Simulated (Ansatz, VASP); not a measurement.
# SnO2 in VASP and in Ansatz

Contents of POSCAR:

```
SnO2
1.0
    4.7602164773      0.0000000000      0.0000000000
    0.0000000000      4.7602164773      0.0000000000
    0.0000000000      0.0000000000      3.2005650988
Sn O
2 4
Direct
    0.0000000000      0.0000000000      0.0000000000
    0.5000000000      0.5000000000      0.5000000000
    0.2761844806      0.2761844806      0.0000000000
    0.1941065016      0.8058934984      0.5000000000
    0.6941065016      0.6941065016      0.0000000000
    0.8058934984      0.1941065016      0.5000000000
```

The input INCAR.step1:

```
PREC = Accurate
ENCUT = 520
ISMEAR = 0
SIGMA = 0.05
LREAL = F
LASPH = T
NELM = 80
NBANDS = 35
GGA = PE
ALGO = Normal
EDIFF = 1E-4
LWAVE = T
LCHARG = F
```

The input INCAR.step2:

```
PREC = Accurate
ENCUT = 520
EDIFF = 1E-6
ISMEAR = 0
SIGMA = 0.05
LREAL = F
LASPH = T
NELM = 80
ALGO = Normal
ISIF = 2
LWAVE = F
LCHARG = T
METAGGA = R2SCAN
LMIXTAU = T
LELF = T
LVHAR = T
NBANDS = 35
ISTART = 1
```

File KPOINTS:

```
Automatic mesh
0
Gamma
  6 6 8
```

Input for Ansatz:

```yaml
crystal:
  lattice:
    - [4.7602164794, 0.0, 0.0]
    - [0.0, 4.7602164794, 0.0]
    - [0.0, 0.0, 3.2005650981]
  atoms:
    - { symbol: Sn, position: [0.0, 0.0, 0.0] }
    - { symbol: Sn, position: [0.5, 0.5, 0.5] }
    - { symbol: O, position: [0.2761844805, 0.2761844805, 0.0] }
    - { symbol: O, position: [0.1941065017, 0.8058934983, 0.5] }
    - { symbol: O, position: [0.6941065017, 0.6941065017, 0.0] }
    - { symbol: O, position: [0.8058934983, 0.1941065017, 0.5] }
basis:
  ecutwfc: 500
kpoints:
  mp_grid: { grid: [6, 6, 8] }
hamiltonian:
  xc: r2scan
scf:
  occupations: { method: gaussian, width: 0.05 }
output:
  forces: true
  stress: true
  eigenvalues: true
```

Alike in both runs: task single point; functional r2SCAN; k mesh 6 × 6 × 8; occupations gaussian, width 0.05 eV; no spin polarisation.

|  | VASP | Ansatz |
| --- | --- | --- |
| version | VASP 6.6.1 | Ansatz 0.2.0 |
| potentials or method | VASP PAW PBE potentials, release 64 (Sn_d, O), cutoff 520 eV | scalar-relativistic, plane waves, PAW |
| valence electrons in the cell | 52 | 52 |

VASP gave:

```
gap on the k mesh at the Fermi level (eV)                     : 1.58
least direct gap on the mesh (eV)                             : 1.58
pressure (GPa)                                                : 3.2
traceless stress, the component that is largest in VASP (GPa) : 5.12
rms of the force components (eV/Å)                            : 1.643
```

Question: What did Ansatz give for the same quantities?

Answer: gap on the k mesh at the Fermi level (eV): 1.56; least direct gap on the mesh (eV): 1.56; pressure (GPa): 2.1; traceless stress, the component that is largest in VASP (GPa): 5.06; rms of the force components (eV/Å): 1.608.

VASP's potentials were made for PBE, not for r2SCAN. Atom by atom the forces differ by 0.039 eV/Å (rms over components).
